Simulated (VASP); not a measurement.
# Al in VASP: a series of runs

The runs below take Al through relaxation of cell and atoms, single point, with PBE.

Everything below comes from runs of VASP 6.6.1. Logs are shortened: lines on timing, memory, paths and dates and some standing lists are left out, and cuts for length are marked.

### 1 The cell of the first run

The structure is hexagonal, space group P6_3/mmc (No. 194). The conventional cell has a = 2.812 Å, b = 2.812 Å, c = 4.867 Å, α = 90.00°, β = 90.00°, γ = 120.00°. Al (site symmetry -6m2) has 12 Al at 2.81 to 2.93 Å within 3.7 Å.

### 2 Relaxation of cell and atoms, PBE, target pressure 10 GPa, at which the enthalpy is minimised

File INCAR:

```
PREC = Accurate
ENCUT = 600
EDIFF = 1E-7
ISMEAR = -1
SIGMA = 0.05
LREAL = False
LASPH = True
NELM = 100
ALGO = Normal
ISIF = 3
LWAVE = False
LCHARG = False
GGA = PE
IBRION = 2
NSW = 80
EDIFFG = -0.01
PSTRESS = 100.0
```

File KPOINTS:

```
regular mesh
0
Gamma
  11 11 6
```

File POSCAR:

```
Al
1.0
    2.8124553515      0.0000000000      0.0000000000
   -1.4062276757      2.4356577814      0.0000000000
    0.0000000000      0.0000000000      4.8668500000
Al
2
Direct
    0.3333333333      0.6666666667      0.2500000000
    0.6666666667      0.3333333333      0.7500000000
```

Potentials or basis: VASP PAW PBE potentials, release 64 (Al).

Launch:

```bash
$ cat potpaw_PBE.64/Al/POTCAR > POTCAR
$ mpirun -np 1 vasp_std > vasp.out
```

OUTCAR:

```text
PREC = Accurate
   ENCUT = 600
   EDIFF = 1E-7
   ISMEAR = -1
   LREAL = False
   LASPH = True
   NELM = 100
   ISIF = 3
   GGA = PE
   IBRION = 2
   NSW = 80
   EDIFFG = -0.01
   PSTRESS = 100.0

 ion  position               nearest neighbor table
   1  0.333  0.667  0.250-   2 2.93   2 2.93   2 2.93   2 2.93   2 2.93   2 2.93
   2  0.667  0.333  0.750-   1 2.93   1 2.93   1 2.93   1 2.93   1 2.93   1 2.93

  LATTYP: Found a hexagonal cell.
 ALAT       =     2.8124553515
 C/A-ratio  =     1.7304630267

  Lattice vectors:

 A1 = (   2.8124553515,   0.0000000000,   0.0000000000)
 A2 = (  -1.4062276757,   2.4356577814,   0.0000000000)
 A3 = (   0.0000000000,   0.0000000000,   4.8668500000)

Analysis of symmetry for initial positions (statically):
=====================================================================
 Subroutine PRICEL returns:
 Original cell was already a primitive cell.

 Routine SETGRP: Setting up the symmetry group for a
 hexagonal supercell.

 Subroutine GETGRP returns: Found 24 space group operations
 (whereof 12 operations were pure point group operations)
 out of a pool of 24 trial point group operations.

The static configuration has the point symmetry D_3d.
 The point group associated with its full space group is D_6h.

Analysis of symmetry for dynamics (positions and initial velocities):
=====================================================================
 Subroutine PRICEL returns:
 Original cell was already a primitive cell.

 Routine SETGRP: Setting up the symmetry group for a
 hexagonal supercell.

 Subroutine GETGRP returns: Found 24 space group operations
 (whereof 12 operations were pure point group operations)
 out of a pool of 24 trial point group operations.

The dynamic configuration has the point symmetry D_3d.
 The point group associated with its full space group is D_6h.

 Subroutine INISYM returns: Found 24 space group operations
 (whereof 12 operations are pure point group operations),
 and found     1 'primitive' translations

----------------------------------------------------------------------------------------

                                     Primitive cell

  volume of cell :      33.3388

  direct lattice vectors                    reciprocal lattice vectors
[... 84 lines left out ...]
   LASPH  =      T    aspherical Exc in radial PAW
   ENCUT  =  600.0 eV  44.10 Ry    6.64 a.u.   5.62  5.62  9.72*2*pi/ulx,y,z
   NELM   =    100;   NELMIN=  2; NELMDL= -5     # of ELM steps
   EDIFF  = 0.1E-06   stopping-criterion for ELM
   LREAL  =      F    real-space projection
   EDIFFG = -.1E-01   stopping-criterion for IOM
   NSW    =     80    number of steps for IOM
   IBRION =      2    ionic relax: 0-MD 1-quasi-New 2-CG
   NFREE  =      1    steps in history (QN), initial steepest desc. (CG)
   ISIF   =      3    stress and relaxation
   ISYM   =      2    0-nonsym 1-usesym 2-fastsym
   POTIM  = 0.5000    time-step for ionic-motion
   TEBEG  =    0.0;   TEEND  =   0.0 temperature during run
   PSTRESS=  100.0 pullay stress
   NELECT =       6.0000    total number of electrons
   NUPDOWN=      -1.0000    fix difference up-down
   EMIN   =  10.00;   EMAX   =-10.00  energy-range for DOS
[... 5 lines left out ...]
     AMIX     =   0.40;   BMIX     =  1.00
     AMIX_MAG =   1.60;   BMIX_MAG =  1.00
  volume/ion in A,a.u.               =      16.67       112.49
  Fermi-wavevector in a.u.,A,eV,Ry     =   0.924291  1.746656 11.623640  0.854313
  Thomas-Fermi vector in A             =   2.050021
   LORBIT       =      0    0 simple, 1 ext, 2 COOP (PROOUT), +10 PAW based schemes
   GGA     = PE    functional components
   LHFCALC =     F    Hartree Fock is set to
   AEXX    =    0.0000 exact exchange contribution
   IVDW    =     0    specifies the selected vdW correction
   LEPSILON=     F    determine dielectric tensor
   LRPA    =     F    only Hartree local field effects (RPA)
 conjugate gradient relaxation of ions
 non-spin polarized calculation
  energy-cutoff  :      600.00
  volume of cell :       33.34
 maximum number of plane-waves:      1136
 NGX is ok and might be reduce to    24
   NGX = 11   NGY = 11   NGZ = 19

--------------------------------------- Ionic step        1  -------------------------------------------

 number of electron       6.0000000 magnetization

 Free energy of the ion-electron system (eV)
  ---------------------------------------------------
  ext. energy  EPLUGINS =         0.00000000
  ---------------------------------------------------
  free energy    TOTEN  =        -7.43581879 eV

  energy without entropy =       -7.43128474  energy(sigma->0) =       -7.43355177

------------------------ aborting loop because EDIFF is reached ----------------------------------------

  FORCE on cell =-STRESS in cart. coord.  units (eV):
  Direction    XX          YY          ZZ          XY          YZ          ZX
  --------------------------------------------------------------------------------------
  -------------------------------------------------------------------------------------
  Total        0.3435274      0.3435274     -0.6056507      0.0000000     -0.0000000      0.0000000
  in kB       16.5090509     16.5090509    -29.1060258      0.0000000     -0.0000000      0.0000000
  external PRESSURE =     -98.6959747 kB  Pullay stress =     100.0000000 kB
[... 253 lines left out ...]
--------------------------------------- Ionic step        8  -------------------------------------------

 number of electron       6.0000000 magnetization

 Free energy of the ion-electron system (eV)
  ---------------------------------------------------
  ext. energy  EPLUGINS =         0.00000000
  ---------------------------------------------------
  free energy    TOTEN  =        -7.36104086 eV

  energy without entropy =       -7.35636586  energy(sigma->0) =       -7.35870336

 E-fermi :   9.0802     XC(G=0): -10.5530

 val. band max:        9.0689026203   @ k =   0.3636   0.0000   0.5000
 cond. band min:       9.1415246891   @ k =   0.3636   0.2727   0.5000
 fundamental gap:      0.0726220688
 Fermi energy:         9.0801763009

 k-point     1 :       0.0000    0.0000    0.0000
  band No.  band energies     occupation
      1      -2.7756      2.00000
      2       3.9933      2.00000
      3       4.3785      2.00000
      4      20.6469      0.00000
      5      20.6469      0.00000
      6      20.7359      0.00000
      7      20.7359      0.00000
[... 221 lines left out ...]
 k-point    24 :       0.1818    0.0909    0.1667
  band No.  band energies     occupation
      1      -1.0865      2.00000
      2       3.5191      2.00000
      3       7.9780      2.00000
      4      12.4796      0.00000
      5      14.5153      0.00000
      6      16.8353      0.00000
      7      18.7681      0.00000

 [... further k-points ...]
[... 5 lines left out ...]
  --------------------------------------------------------------------------------------
  -------------------------------------------------------------------------------------
  Total        1.8725917      1.8725917      1.8672441      0.0000000     -0.0000000      0.0000000
  in kB      100.1432016    100.1432016     99.8572180      0.0000000     -0.0000000      0.0000000
  external PRESSURE =       0.0478737 kB  Pullay stress =     100.0000000 kB
[... 21 lines left out ...]
  energy  without entropy=       -7.3563658645  energy(sigma->0) =       -7.35870336

  enthalpy is  TOTEN    =        -5.4911269013 eV   P V=        1.8699139630

 reached required accuracy - stopping structural energy minimisation
```

OSZICAR:

```text
N       E                     dE             d eps       ncg     rms          rms(c)
DAV:   1     0.108630001417E+01    0.10863E+01   -0.26685E+03   896   0.770E+02
DAV:   2    -0.739426452947E+01   -0.84806E+01   -0.79672E+01  1141   0.544E+01
DAV:   3    -0.748282862174E+01   -0.88564E-01   -0.86739E-01  1407   0.707E+00
[... 53 lines left out ...]
DAV:   1    -0.736104389370E+01    0.50649E-02   -0.69325E-04  1197   0.175E-01    0.228E-02
DAV:   2    -0.736104177694E+01    0.21168E-05   -0.39517E-06  1078   0.157E-02    0.850E-03
DAV:   3    -0.736104074839E+01    0.10285E-05   -0.32997E-07  1148   0.396E-03    0.319E-03
DAV:   4    -0.736104085662E+01   -0.10823E-06   -0.11602E-07   588   0.231E-03    0.125E-03
DAV:   5    -0.736104086428E+01   -0.76581E-08   -0.69013E-09   504   0.760E-04
   8 F= -.54911269E+01 E0= -.54887894E+01  d E =-.270633E-03
```

CONTCAR:

```text
Al
   1.00000000000000
     2.7560926936877914    0.0000000000056051   -0.0000000000000000
    -1.3780463467900437    2.3868462879055365   -0.0000000000000000
    -0.0000000000000000   -0.0000000000000000    4.5542192608839391
  Al
     2
Direct
     0.3333333332999970    0.6666666667000030    0.2500000000000000
     0.6666666667000030    0.3333333332999970    0.7500000000000000

  0.00000000E+00  0.00000000E+00  0.00000000E+00
  0.00000000E+00  0.00000000E+00  0.00000000E+00
```

Run time: 22 s. Hardware: 1 thread of Intel Xeon 6975P-C (Granite Rapids), shared host; peak memory 0.15 GiB.

Results:

```yaml
Free_energy: -7.3610 eV
Relaxed_volume: 14.98 Å³/atom
Relaxed_cell: a = 2.756 Å, b = 2.756 Å, c = 4.554 Å, α = 90.00°, β = 90.00°, γ = 120.00°
Space_group_after_relaxing_to_0.05_Å: P6_3/mmc (No. 194)
Energy_change_on_relaxing_the_enthalpy_is_what_falls: +37.4 meV/atom
Ionic_steps: 8
Pressure_after_relaxing: 10.0 GPa
Band_gap_on_the_k_mesh: zero (band 3 reaches 13.17 eV, above the bottom of band 4 at 5.90 eV)
```

The path:
```csv
step,energy change (eV),largest force (eV/Å),pressure (GPa),volume (Å³)
1,0.0000,0.0000,0.13,33.34
2,0.1913,0.0000,16.06,28.62
3,0.0943,0.0000,10.63,29.85
4,0.0841,0.0000,10.58,29.82
5,0.0842,0.0000,10.59,29.81
6,0.0843,0.0000,10.59,29.81
7,0.0697,0.0000,9.68,30.04
8,0.0748,0.0000,10.00,29.96
```

Final structure:
```
Al
1.0
     2.75609    0.00000    0.00000
    -1.37805    2.38685    0.00000
     0.00000    0.00000    4.55422
Al
2
Direct
  0.33333 0.66667 0.25000
  0.66667 0.33333 0.75000
```

Caveat: the cell is relaxed towards a set pressure, so the enthalpy falls and the energy may rise.

### 3 Relaxation of cell and atoms, PBE, target pressure 20 GPa, at which the enthalpy is minimised

File INCAR:

```
SYSTEM = Al
ALGO = Normal ; EDIFF = 1E-6
EDIFFG = -0.01 ; ENCUT = 600
GGA = PE ; IBRION = 2
ISIF = 3 ; ISMEAR = -1
LASPH = .True. ; LCHARG = .False.
LREAL = .False. ; LWAVE = .False.
NELM = 100 ; NSW = 80
PREC = Accurate ; PSTRESS = 200.0
SIGMA = 0.05
```

File KPOINTS:

```
k-points
0
Gamma
  11 11 6
  0 0 0
```

POSCAR is that of step 2.

Potentials or basis: VASP PAW PBE potentials, release 64 (Al).

Launch:

```bash
$ cat potpaw_PBE.64/Al/POTCAR > POTCAR
$ mpirun -np 1 vasp_std > vasp.out
```

Wall time 25 s (1 thread of Intel Xeon 6975P-C (Granite Rapids), shared host); peak memory 0.16 GiB.

The run converged. Its results:

```yaml
Free_energy: -7.1646 eV
Relaxed_volume: 13.91 Å³/atom
Relaxed_cell: a = 2.691 Å, b = 2.691 Å, c = 4.435 Å, α = 90.00°, β = 90.00°, γ = 120.00°
Space_group_after_relaxing_to_0.05_Å: P6_3/mmc (No. 194)
Energy_change_on_relaxing_the_enthalpy_is_what_falls: +135.6 meV/atom
Ionic_steps: 11
Pressure_after_relaxing: 20.0 GPa
Band_gap_on_the_k_mesh: zero (band 3 reaches 14.17 eV, above the bottom of band 4 at 6.66 eV)
```

Step by step:
| step | energy change (eV) | largest force (eV/Å) | pressure (GPa) | volume (Å³) |
| --- | --- | --- | --- | --- |
| 1 | 0.0000 | 0.0000 | 0.13 | 33.34 |
| 2 | 0.9810 | 0.0000 | 46.53 | 24.32 |
| 3 | 0.2829 | 0.0000 | 20.01 | 27.88 |
| 4 | 0.2956 | 0.0000 | 20.58 | 27.77 |
| 5 | 0.2836 | 0.0000 | 20.59 | 27.73 |
| 6 | 0.2840 | 0.0000 | 20.59 | 27.72 |
| 7 | 0.2865 | 0.0000 | 20.57 | 27.70 |
| 8 | 0.2846 | 0.0000 | 20.59 | 27.72 |
| 9 | 0.2844 | 0.0000 | 20.59 | 27.72 |
| 10 | 0.2597 | 0.0000 | 19.50 | 27.91 |
| 11 | 0.2712 | 0.0000 | 20.01 | 27.82 |

Final structure:
```
Al
1.0
     2.69132    0.00000    0.00000
    -1.34566    2.33075    0.00000
     0.00000    0.00000    4.43527
Al
2
Direct
  0.33333 0.66667 0.25000
  0.66667 0.33333 0.75000
```

Levels at points of the mesh, in eV from the Fermi level:
```tsv
k point	band 1	band 2	band 3	band 4	band 5	band 6	band 7
(0.00, 0.00, 0.00)	-12.41	-5.40	-4.79	12.04	12.04	12.17	12.84
(0.00, 0.00, 0.50)	-10.55	-10.55	3.57	3.57	12.94	12.94	12.94
```

Caveat: the cell is relaxed towards a set pressure, so the enthalpy falls and the energy may rise; the volume moved by over 15 % at a fixed basis, so the end points are rough.

[end of part 1 of 2]
